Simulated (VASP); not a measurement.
CoH, 2 atoms in the cell. Symmetry: Fm-3m, No. 225, cubic system. Conventional cell: a = 3.551 Å, b = 3.551 Å, c = 3.551 Å, α = 90.00°, β = 90.00°, γ = 90.00°. Co (site symmetry m-3m) has 6 H at 1.78 Å within 2.4 Å. H (site symmetry m-3m) has 6 Co at 1.78 Å within 2.4 Å. 

* Program: VASP 6.6.1
* Task: single point
* Functional: LDA
* Potentials or basis: VASP PAW LDA potentials, release 64 (Co, H)
* Cutoff: 520 eV
* k mesh: 10 × 10 × 10
* Occupations: fermi-dirac, width 0.1 eV
* Spin: collinear spin, ferromagnetic start
* Starting moments: [2.5, 0.0] μB
* Dipole correction: no
* Further INCAR settings: ALGO = Normal; EDIFF = 1e-06; NBANDS = 16

Potentials or basis: VASP PAW LDA potentials, release 64 (Co, H).

Run with:

```console
$ cat potpaw_LDA.64/Co/POTCAR potpaw_LDA.64/H/POTCAR > POTCAR
$ mpirun -np 1 vasp_std > vasp.out
```

Hardware: 1 thread of Intel(R) Xeon(R) Platinum 8488C (Sapphire Rapids), on a shared host.

Question: Estimate the wall time of this run.

Answer: Run time: 18 s on 1 thread of Intel(R) Xeon(R) Platinum 8488C (Sapphire Rapids), on a shared host, peak memory 0.13 GiB. Counts: scf iterations 13, k points 47.
